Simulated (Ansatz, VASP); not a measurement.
**Mg2Sn: VASP beside Ansatz**

```
Mg Sn
1.0
     0.00000    3.44578    3.44578
     3.44578    0.00000    3.44578
     3.44578    3.44578    0.00000
Mg Sn
2 1
Cartesian
  1.7229 1.7229 1.7229
  5.1687 5.1687 5.1687
  0.0000 0.0000 0.0000
```

Change from the starting cell: volume scaled by 1.06, PAW files.

Alike in both runs: task electric field gradients; functional LDA; k mesh 11 × 11 × 11; occupations fermi-dirac, width 0.08 eV; no spin polarisation.

```csv
,VASP,Ansatz
version,VASP 6.6.1,Ansatz 0.2.0
potentials or method,"VASP PAW LDA potentials, release 64 (Mg, Sn_d)","PAW with Ansatz's default frozen-core files, scalar-relativistic"
plane-wave cutoff (eV),520,420
valence electrons in the cell,18,34
```

VASP gave:

* pressure (GPa): -4.0

Q: What did Ansatz give for the same quantities?

A: Pressure (GPa): -3.8.

LDA's correlation is that of Perdew and Zunger in VASP and of Perdew and Wang (1992) in Ansatz. VASP's potentials hold 18 valence electrons a cell and Ansatz's 34, so a difference there can come from the potentials and not from the codes.
